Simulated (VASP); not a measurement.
# MgO: dielectric tensor with r2SCAN

The system is MgO.

```
CELL_PARAMETERS angstrom
0.00000 2.10217 2.08115
2.10217 0.00000 2.08115
2.10217 2.10217 0.00000
ATOMIC_POSITIONS crystal
Mg 0.00000 0.00000 0.00000
O 0.50000 0.50000 0.50000
```

This cell differs from its parent crystal: uniaxial z strain -1.0%.

* Program: VASP 6.6.1
* Task: dielectric tensor
* Functional: r2SCAN
* Potentials or basis: VASP PAW PBE potentials, release 64 (Mg, O)
* Cutoff: 520 eV
* k mesh: 8 × 8 × 8
* Occupations: gaussian, width 0.01 eV
* Spin: no spin polarisation
* Dipole correction: no
* Further INCAR settings: ALGO = Normal; EDIFF = 1e-08

The band gap on the k mesh is 5.75 eV and the electronic dielectric tensor (diagonal) is 2.92, 2.92, 2.90. The born charges (mean of the diagonal) is Mg +1.94; O -1.94 e.

Levels at points of the mesh, in eV from the valence-band top:
```tsv
k point	band 2	band 3	band 4	band 5	band 6	band 7
(0.00, 0.00, 0.00)	-0.02	0.00	0.00	5.75	16.88	16.88
(0.50, 0.00, 0.00)	-4.69	-0.71	-0.69	8.90	13.98	17.46
(0.50, 0.50, 0.00)	-4.15	-1.43	-1.43	9.97	11.22	14.55
(0.50, 0.00, 0.50)	-4.19	-1.42	-1.36	10.08	11.24	14.41
```

Electronic dielectric tensor:
```
2.92 0.00 0.00
0.00 2.92 0.00
0.00 0.00 2.90
```

Born effective charge tensors (e):
atom 1, Mg
```
1.94 0.00 0.00
0.00 1.94 0.00
0.00 0.00 1.93
```
atom 2, O
```
-1.94  0.00  0.00
 0.00 -1.94  0.00
 0.00  0.00 -1.93
```

Dipole moments of the cell (e·Å, modulo the quantum): ionic -12.613, -12.613, -12.487; electronic 0.000, 0.000, 0.002

Wall time 18 min on 1 thread of Intel(R) Xeon(R) Platinum 8259CL CPU @ 2.50GHz (Skylake/Cascade Lake) (shared host), peak memory 0.31 GiB.

Caveat: the cell differs from its parent crystal (uniaxial z strain -1.0%).
